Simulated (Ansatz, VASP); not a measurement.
## Ge in VASP and in Ansatz

```xyz
4
Lattice="4.9509 0.0000 0.0000 -2.4755 4.2876 0.0000 0.0000 0.0000 4.3951" Properties=species:S:1:pos:R:3 pbc="T T T"
Ge    0.0000    2.8584    1.5511
Ge    2.4755    1.4292    1.5511
Ge    0.0000    0.0000    2.7935
Ge    0.0000    0.0000    0.6896
```

Alike in both runs: task single point; functional PBE; k mesh 6 × 6 × 4; occupations gaussian, width 0.1 eV; no spin polarisation.

```csv
,VASP,Ansatz
version,VASP 6.6.1,Ansatz 0.2.0
potentials or method,"VASP PAW PBE potentials, release 64 (Ge_d), cutoff 520 eV","scalar-relativistic, plane waves, PAW"
valence electrons in the cell,56,56
```

```csv
,VASP,Ansatz,Ansatz less VASP
gap on the k mesh at the Fermi level (eV),none,none,-
pressure (GPa),6.2,6.3,+0.07
"traceless stress, the component that is largest in VASP (GPa)",15.10,15.21,+0.108
rms of the force components (eV/Å),1.396,1.396,+0.0002
```

Atom by atom the forces differ by 0.000 eV/Å (rms over components). A gap of «none» marks a metal or a gap that the smearing closes.
